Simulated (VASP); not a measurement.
Here is a VASP 6.6.1 calculation.

INCAR

```
ALGO     = Normal         # electronic algorithm
DIPOL    = 0.5 0.5 0.500
EDIFF    = 1E-6           # SCF threshold, eV
ENCUT    = 520            # plane-wave cutoff, eV
GGA      = PE             # functional
IDIPOL   = 3            
ISIF     = 2              # what is computed and relaxed
ISMEAR   = 0              # smearing method
LASPH    = True           # aspherical terms in the spheres
LCHARG   = False          # write CHGCAR
LDIPOL   = True         
LREAL    = False          # projectors in reciprocal space
LWAVE    = False          # write WAVECAR
NBANDS   = 11             # bands
NELM     = 80             # most SCF steps
PREC     = Accurate       # precision mode
SIGMA    = 0.1            # smearing width, eV
```

Contents of KPOINTS:

```
k-points
0
Gamma
  15 15 1
```

File POSCAR:

```
Si
1.0
    3.6260000000      0.0000000000      0.0000000000
   -1.8130000000      3.1402081141      0.0000000000
    0.0000000000      0.0000000000     28.0000000000
Si
2
Direct
    0.3333333333      0.6666666667      0.5101964286
    0.6666666667      0.3333333333      0.4898035714
```

Potentials or basis: VASP PAW PBE potentials, release 64 (Si).

The run is started by

```bash
$ cat potpaw_PBE.64/Si/POTCAR > POTCAR
$ mpirun -np 1 vasp_std > vasp.out
```

Question: Estimate the band gap on the k mesh.

Answer: Zero (filled and empty bands touch).

Question: Estimate the largest force.

Answer: 0.522 eV/Å.

Forces in eV/Å, atoms in the order of the input:
```
Si   0.000  0.000  0.522
Si   0.000  0.000 -0.522
```
